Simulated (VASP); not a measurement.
# CoO (R-3m) in VASP: single point with PBE

Aim: the single point of CoO with PBE.

Program: VASP 6.6.1. These are calculated values, not measurements. Logs are shortened: lines on timing, memory, paths and dates and some standing lists are left out, and cuts for length are marked.

### 1 The cell of the first run

The typed cell holds 6 atoms: a = 3.005 Å, b = 3.005 Å, c = 7.355 Å, α = 90.00°, β = 90.00°, γ = 120.00°.

### 2 Single point, PBE, collinear spin, ferromagnetic start

The input, INCAR:

```
SYSTEM = CoO
PREC = Accurate
ENCUT = 520
EDIFF = 1E-6
ISMEAR = 0
SIGMA = 0.1
LREAL = .False.
LASPH = .True.
NELM = 150
ALGO = Normal
ISIF = 2
LWAVE = .False.
LCHARG = .False.
ISPIN = 2
MAGMOM = 2.73 2.73 2.73 0.35 0.35 0.35
LORBIT = 11
LMAXMIX = 4
GGA = PE
NBANDS = 36
```

The input, KPOINTS:

```
Automatic mesh
0
Gamma
  12 12 6
  0 0 0
```

The input, POSCAR:

```
CoO
1.0
    3.0045058605      0.0000000000      0.0000000000
   -1.5022529302      2.6019784010      0.0000000000
    0.0000000000      0.0000000000      7.3554297731
Co O
3 3
Direct
    0.0000000000      0.0000000000      0.0000000000
    0.3333333333      0.6666666667      0.3333333333
    0.6666666667      0.3333333333      0.6666666667
    0.6666666667      0.3333333333      0.1666666667
    0.0000000000      0.0000000000      0.5000000000
    0.3333333333      0.6666666667      0.8333333333
```

Potentials or basis: VASP PAW PBE potentials, release 64 (Co, O).

Launch:

```sh
cat potpaw_PBE.64/Co/POTCAR potpaw_PBE.64/O/POTCAR > POTCAR
mpirun -np 1 vasp_std > vasp.out
```

OUTCAR:

```text
SYSTEM = CoO
   PREC = Accurate
   ENCUT = 520
   EDIFF = 1E-6
   ISMEAR = 0
   LREAL = .False.
   LASPH = .True.
   NELM = 150
   ISIF = 2
   ISPIN = 2
   LORBIT = 11
   GGA = PE

 ion  position               nearest neighbor table
   1  0.000  0.000  0.000-   4 2.12   6 2.12   6 2.12   4 2.12   4 2.12   6 2.12   2 3.00   3 3.00
                             2 3.00   3 3.00   2 3.00   3 3.00
   2  0.333  0.667  0.333-   4 2.12   4 2.12   5 2.12   4 2.12   5 2.12   5 2.12   1 3.00   1 3.00
                             1 3.00   3 3.00   3 3.00   3 3.00
   3  0.667  0.333  0.667-   6 2.12   6 2.12   5 2.12   6 2.12   5 2.12   5 2.12   1 3.00   1 3.00
                             1 3.00   2 3.00   2 3.00   2 3.00
   4  0.667  0.333  0.167-   2 2.12   2 2.12   1 2.12   2 2.12   1 2.12   1 2.12
   5  0.000  0.000  0.500-   2 2.12   3 2.12   2 2.12   3 2.12   3 2.12   2 2.12
   6  0.333  0.667  0.833-   3 2.12   3 2.12   1 2.12   3 2.12   1 2.12   1 2.12

  LATTYP: Found a hexagonal cell.
 ALAT       =     3.0045058605
 C/A-ratio  =     2.4481329425

  Lattice vectors:

 A1 = (   3.0045058605,   0.0000000000,   0.0000000000)
 A2 = (  -1.5022529302,   2.6019784010,   0.0000000000)
 A3 = (   0.0000000000,   0.0000000000,   7.3554297731)

Analysis of symmetry for initial positions (statically):
=====================================================================
 Subroutine PRICEL returns following result:

  LATTYP: Found a trigonal (rhomboedric) cell.
 ALAT       =     3.0033964766
 COS(alpha) =     0.4996305553

  Lattice vectors:

 A1 = (   1.5022529300,   0.8673261338,  -2.4518099249)
 A2 = (   0.0000000001,  -1.7346522674,  -2.4518099241)
 A3 = (  -1.5022529301,   0.8673261336,  -2.4518099241)

   3 primitive cells build up your supercell.

 Routine SETGRP: Setting up the symmetry group for a
 hexagonal supercell.

 Subroutine GETGRP returns: Found 12 space group operations
 (whereof 12 operations were pure point group operations)
 out of a pool of 24 trial point group operations.

The static configuration has the point symmetry D_3d.

Analysis of symmetry for dynamics (positions and initial velocities):
=====================================================================
 Subroutine PRICEL returns following result:

  LATTYP: Found a trigonal (rhomboedric) cell.
 ALAT       =     3.0033964766
 COS(alpha) =     0.4996305553

  Lattice vectors:

 A1 = (   1.5022529300,   0.8673261338,  -2.4518099249)
 A2 = (   0.0000000001,  -1.7346522674,  -2.4518099241)
 A3 = (  -1.5022529301,   0.8673261336,  -2.4518099241)

   3 primitive cells build up your supercell.

 Routine SETGRP: Setting up the symmetry group for a
 hexagonal supercell.

 Subroutine GETGRP returns: Found 12 space group operations
 (whereof 12 operations were pure point group operations)
 out of a pool of 24 trial point group operations.

The dynamic configuration has the point symmetry D_3d.

Analysis of structural, dynamic, and magnetic symmetry:
=====================================================================
 Subroutine PRICEL returns following result:

  LATTYP: Found a trigonal (rhomboedric) cell.
 ALAT       =     3.0033964766
 COS(alpha) =     0.4996305553

  Lattice vectors:

 A1 = (   1.5022529300,   0.8673261338,  -2.4518099249)
 A2 = (   0.0000000001,  -1.7346522674,  -2.4518099241)
 A3 = (  -1.5022529301,   0.8673261336,  -2.4518099241)

   3 primitive cells build up your supercell.

 Routine SETGRP: Setting up the symmetry group for a
 hexagonal supercell.

 Subroutine GETGRP returns: Found 12 space group operations
 (whereof 12 operations were pure point group operations)
 out of a pool of 24 trial point group operations.

The overall configuration has the point symmetry D_3d.

 Subroutine INISYM returns: Found 12 space group operations
 (whereof 12 operations are pure point group operations),
 and found     3 'primitive' translations

----------------------------------------------------------------------------------------

                                     Primitive cell

  volume of cell :      19.1674

  direct lattice vectors                    reciprocal lattice vectors
     1.502252930  0.867326134 -2.451809925     0.332833433  0.192161472 -0.135953986
     0.000000000 -1.734652267 -2.451809924     0.000000000 -0.384322944 -0.135953986
    -1.502252930  0.867326134 -2.451809924    -0.332833433  0.192161472 -0.135953986

  length of vectors
     3.003396477  3.003396476  3.003396476     0.407661148  0.407661148  0.407661148

  position of ions in fractional coordinates (direct lattice)
     0.000000000  0.000000000  0.000000000
     0.500000000  0.500000000  0.500000000

  ion indices of the primitive-cell ions
   primitive index   ion index
                 1           1
                 2           4

----------------------------------------------------------------------------------------

 KPOINTS: Automatic mesh

Automatic generation of k-mesh.
 Grid dimensions read from file:
 generate k-points for:   12   12    6

 Generating k-lattice:

  Cartesian coordinates                     Fractional coordinates (reciprocal lattice)
     0.027736119  0.016013456  0.000000000     0.083333333  0.000000000  0.000000000
     0.000000000  0.032026912  0.000000000     0.000000000  0.083333333  0.000000000
     0.000000000  0.000000000  0.022658998     0.000000000  0.000000000  0.166666667

  Length of vectors
     0.032026912  0.032026912  0.022658998

  Shift w.r.t. Gamma in fractional coordinates (k-lattice)
     0.000000000  0.000000000  0.000000000

 Subroutine IBZKPT returns following result:
 ===========================================

 Found    100 irreducible k-points:

 Following reciprocal coordinates:
            Coordinates               Weight
  0.000000  0.000000  0.000000      1.000000
  0.083333  0.000000  0.000000      6.000000
  0.166667  0.000000  0.000000      6.000000
  0.250000  0.000000  0.000000      6.000000
  0.333333  0.000000  0.000000      6.000000
  0.416667  0.000000  0.000000      6.000000
[... 16 lines left out ...]
  0.166667  0.000000  0.166667      6.000000
  0.000000  0.166667  0.166667      6.000000
 [... further k-points ...]
   k-points           NKPTS =    100   k-points in BZ     NKDIM =    100   number of bands    NBANDS=     36
   number of dos      NEDOS =    301   number of ions     NIONS =      6
   total plane-waves  NPLWV =  32256
   dimension x,y,z NGX =    24 NGY =   24 NGZ =   56
   dimension x,y,z NGXF=    48 NGYF=   48 NGZF=  112
   ions per type =               3   3
   NGX,Y,Z   is equivalent  to a cutoff of  13.28, 13.28, 12.66 a.u.
   NGXF,Y,Z  is equivalent  to a cutoff of  26.56, 26.56, 25.31 a.u.
 SYSTEM =  CoO
   PREC   = accura    normal or accurate (medium, high low for compatibility)
   ISTART =      0    job   : 0-new  1-cont  2-samecut
   ICHARG =      2    charge: 1-file 2-atom 10-const
   ISPIN  =      2    spin polarized calculation?
   LNONCOLLINEAR =      F non collinear calculations
   LSORBIT =      F    spin-orbit coupling
   LASPH  =      T    aspherical Exc in radial PAW
   ENCUT  =  520.0 eV  38.22 Ry    6.18 a.u.   5.59  5.59 13.68*2*pi/ulx,y,z
   NELM   =    150;   NELMIN=  2; NELMDL= -5     # of ELM steps
   EDIFF  = 0.1E-05   stopping-criterion for ELM
   LREAL  =      F    real-space projection
   EDIFFG = 0.1E-04   stopping-criterion for IOM
   NSW    =      0    number of steps for IOM
   IBRION =     -1    ionic relax: 0-MD 1-quasi-New 2-CG
   NFREE  =      0    steps in history (QN), initial steepest desc. (CG)
   ISIF   =      2    stress and relaxation
   ISYM   =      2    0-nonsym 1-usesym 2-fastsym
   POTIM  = 0.5000    time-step for ionic-motion
   TEBEG  =    0.0;   TEEND  =   0.0 temperature during run
   PSTRESS=    0.0 pullay stress
   NELECT =      45.0000    total number of electrons
   NUPDOWN=      -1.0000    fix difference up-down
   EMIN   =  10.00;   EMAX   =-10.00  energy-range for DOS
   EFERMI =   0.00;   METHOD = LEGACY
   ISMEAR =     0;   SIGMA  =   0.10  broadening in eV -4-tet -1-fermi 0-gaus
   EFERMI_NEDOS =   21; number of points for ismear=-14 and -15
   IALGO  =     38    algorithm
   IMIX   =      4    mixing-type and parameters
     AMIX     =   0.40;   BMIX     =  1.00
     AMIX_MAG =   1.60;   BMIX_MAG =  1.00
  volume/ion in A,a.u.               =       9.58        64.67
  Fermi-wavevector in a.u.,A,eV,Ry     =   1.508635  2.850906 30.966566  2.275978
  Thomas-Fermi vector in A             =   2.619063
   LORBIT       =     11    0 simple, 1 ext, 2 COOP (PROOUT), +10 PAW based schemes
   GGA     = PE    functional components
   LHFCALC =     F    Hartree Fock is set to
   AEXX    =    0.0000 exact exchange contribution
   IVDW    =     0    specifies the selected vdW correction
   LEPSILON=     F    determine dielectric tensor
   LRPA    =     F    only Hartree local field effects (RPA)
 spin polarized calculation
 Gauss-broadening in eV      SIGMA  =   0.10
  energy-cutoff  :      520.00
  volume of cell :       57.50
 maximum number of plane-waves:      1582
 NGX is ok and might be reduce to    24
   NGX = 11   NGY = 11   NGZ = 27

 number of electron      45.0000027 magnetization       8.6859536

 Free energy of the ion-electron system (eV)
  ---------------------------------------------------
  ext. energy  EPLUGINS =         0.00000000
  ---------------------------------------------------
  free energy    TOTEN  =       -39.16969710 eV

  energy without entropy =      -39.10484559  energy(sigma->0) =      -39.13727134

 E-fermi :   8.0191     XC(G=0): -12.4551

 val. band max:        8.0189553989   @ k =   0.0000   0.4167   0.3333
 cond. band min:       8.0200459633   @ k =   0.2500   0.2500   0.0000
 fundamental gap:      0.0010905644
 Fermi energy:         8.0190633864

 spin component 1

 k-point     1 :       0.0000    0.0000    0.0000
  band No.  band energies     occupation
      1     -12.2412      1.00000
      2     -11.3398      1.00000
      3     -11.3398      1.00000
      4       0.7621      1.00000
      5       0.7621      1.00000
      6       2.3439      1.00000
[... 26 lines left out ...]
     33      22.5704      0.00000
     34      22.5704      0.00000
[... 820 lines left out ...]
      4       0.4995      1.00000
      5       1.1436      1.00000
      6       2.0807      1.00000
[... 26 lines left out ...]
     33      19.7934      0.00000
     34      20.9532      0.00000

 [... further k-points ...]

 spin component 2

 k-point     1 :       0.0000    0.0000    0.0000
  band No.  band energies     occupation
      1     -11.7429      1.00000
      2     -10.8149      1.00000
      3     -10.8149      1.00000
      4       1.3455      1.00000
      5       1.3455      1.00000
      6       3.7031      1.00000
[... 26 lines left out ...]
     33      23.1639      0.00000
     34      23.1639      0.00000
[... 820 lines left out ...]
      4       1.1126      1.00000
      5       1.8909      1.00000
      6       3.1797      1.00000
[... 26 lines left out ...]
     33      20.3594      0.00000
     34      21.5858      0.00000

 [... further k-points ...]

 [bands above 34 left out]

------------------------ aborting loop because EDIFF is reached ----------------------------------------

  FORCE on cell =-STRESS in cart. coord.  units (eV):
  Direction    XX          YY          ZZ          XY          YZ          ZX
  --------------------------------------------------------------------------------------
  -------------------------------------------------------------------------------------
  Total       -0.2433202     -0.2433202     -0.2518503     -0.0000000     -0.0000000      0.0000000
  in kB       -6.7795973     -6.7795973     -7.0172725     -0.0000000     -0.0000000      0.0000000
  external PRESSURE =      -6.8588224 kB  Pullay stress =       0.0000000 kB

 VOLUME and BASIS-vectors are now :
 -----------------------------------------------------------------------------
  energy-cutoff  :      520.00
  volume of cell :       57.50
      direct lattice vectors                 reciprocal lattice vectors
     3.004505861  0.000000000  0.000000000     0.332833433  0.192161472  0.000000000
    -1.502252930  2.601978401  0.000000000     0.000000000  0.384322944  0.000000000
     0.000000000  0.000000000  7.355429773     0.000000000  0.000000000  0.135953986

 POSITION                                       TOTAL-FORCE (eV/Angst)
 -----------------------------------------------------------------------------------
      0.00000      0.00000      0.00000        -0.000000     -0.000000     -0.000000
     -0.00000      1.73465      2.45181        -0.000000      0.000000      0.000000
      1.50225      0.86733      4.90362        -0.000000     -0.000000     -0.000000
      1.50225      0.86733      1.22590        -0.000000     -0.000000     -0.000000
      0.00000      0.00000      3.67771         0.000000     -0.000000     -0.000000
     -0.00000      1.73465      6.12952         0.000000      0.000000     -0.000000
 -----------------------------------------------------------------------------------
    total drift:                               -0.000000      0.000000     -0.000000

  FREE ENERGIE OF THE ION-ELECTRON SYSTEM (eV)
  ---------------------------------------------------
  free  energy   TOTEN  =       -39.1696970967 eV

  energy  without entropy=      -39.1048455858  energy(sigma->0) =      -39.13727134

 total charge

# of ion       s       p       d       tot
------------------------------------------
    1        0.296   0.361   7.149   7.806
    2        0.296   0.361   7.149   7.806
    3        0.296   0.361   7.149   7.806
    4        1.556   3.428   0.000   4.984
    5        1.556   3.428   0.000   4.984
    6        1.556   3.428   0.000   4.984
--------------------------------------------------
tot          5.556  11.367  21.446  38.369

 magnetization (x)

# of ion       s       p       d       tot
------------------------------------------
    1        0.021   0.018   2.511   2.550
    2        0.021   0.018   2.511   2.550
    3        0.021   0.018   2.511   2.550
    4        0.029   0.267   0.000   0.296
    5        0.029   0.267   0.000   0.296
    6        0.029   0.267   0.000   0.296
--------------------------------------------------
tot          0.148   0.855   7.534   8.538
```

Wall time 2.8 min (1 thread of Intel Xeon 6975P-C (Granite Rapids), shared host); peak memory 0.4 GiB.

What came out:

```yaml
Free_energy: -39.1697 eV
Pressure: -0.7 GPa
Net_moment: 8.69 μB per cell
Site_moments: Co +2.55; O +0.30 μB
Valence_electrons_inside_the_program's_atomic_spheres: Co 7.81; O 4.98
```

Levels at points of the mesh, in eV from the Fermi level:
Spin up:
```
           k point  band 23  band 24  band 25  band 26  band 27  band 28  band 29  band 30  band 31  band 32
(0.00, 0.00, 0.00)    -2.09    -0.37    -0.37    -0.37    -0.37     1.05     4.60     4.60    10.29    10.29
(0.50, 0.00, 0.00)    -1.87    -0.67    -0.67    -0.49    -0.49     5.93     6.41     6.41     9.20     9.20
(0.00, 0.00, 0.50)    -1.62    -1.62    -1.62     0.13     0.13     2.61     2.61     5.09     9.43    13.43
(0.50, 0.00, 0.50)    -1.79    -1.79    -1.79     0.13     0.13     5.10     6.71     6.71     9.42     9.76
```
Spin down:
```csv
k point,band 15,band 16,band 17,band 18,band 19,band 20,band 21,band 22
"(0.00, 0.00, 0.00)",-1.11,-0.37,-0.37,-0.37,-0.37,-0.22,-0.22,0.05
"(0.50, 0.00, 0.00)",-0.52,-0.07,-0.07,0.12,0.13,0.13,0.13,0.53
"(0.00, 0.00, 0.50)",-0.83,-0.83,-0.76,-0.76,-0.13,-0.13,0.18,0.91
"(0.50, 0.00, 0.50)",-0.13,-0.13,0.07,0.07,0.14,0.14,0.18,1.07
```

Caveat: semilocal functionals often make such compounds metallic where correlation or magnetic order opens a gap, which also shifts bond lengths. With open d or f shells a metallic result of PBE can be an artefact of self-interaction; +U or a hybrid may open a gap.
